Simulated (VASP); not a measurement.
Wanted: the native input for a VASP 6.6.1 run.

* Task: single point
* Functional: PBE
* Potentials or basis: VASP PAW PBE potentials, release 64 (Ga_d, Re, Sb)
* Cutoff: 520 eV
* k mesh: 6 × 6 × 4
* Occupations: gaussian, width 0.1 eV
* Spin: no spin polarisation
* Dipole correction: no
* Further INCAR settings: ALGO = Normal; EDIFF = 1e-07; NBANDS = 30

The structure of GaRe2Sb3 lies in POSCAR:

```
GaRe2Sb3
1.0
    4.5520867164      0.0000000000      0.0000000000
   -2.2760433582      3.9422227366      0.0000000000
    0.0000000000      0.0000000000      7.4421072444
Ga Re Sb
1 2 3
Direct
    0.0000000000      0.0000000000      0.5000000000
    0.6666666667      0.3333333333      0.0942275804
    0.3333333333      0.6666666667      0.9057724196
    0.0000000000      0.0000000000      0.0000000000
    0.6666666667      0.3333333333      0.7258629351
    0.3333333333      0.6666666667      0.2741370649
```

The cell was generated, and may not be a known phase.

One way to write it, as run:

INCAR

```
SYSTEM = GaRe2Sb3
ALGO = Normal
EDIFF = 1E-7
ENCUT = 520
GGA = PE
ISIF = 2
ISMEAR = 0
LASPH = .True.
LCHARG = .False.
LREAL = .False.
LWAVE = .False.
NBANDS = 30
NELM = 80
PREC = Accurate
SIGMA = 0.1
```

KPOINTS

```
k-points
0
Gamma
  6 6 4
  0 0 0
```

Potentials or basis: VASP PAW PBE potentials, release 64 (Ga_d, Re, Sb).

Command:

```sh
$ cat potpaw_PBE.64/Ga_d/POTCAR potpaw_PBE.64/Re/POTCAR potpaw_PBE.64/Sb/POTCAR > POTCAR
$ mpirun -np 1 vasp_std > vasp.out
```

It gave:

```yaml
Pressure: -0.1 GPa
Largest_force: 0.027 eV/Å
Band_gap_on_the_k_mesh: zero (bands 21 and 22 overlap by 1.04 eV)
```

Caveat: spin-orbit coupling is left out, which moves the levels of the heavy elements.

Run time: 2.5 min on 1 thread of Oxide Virtual Turin-like Processor, on a shared host, peak memory 0.28 GiB.
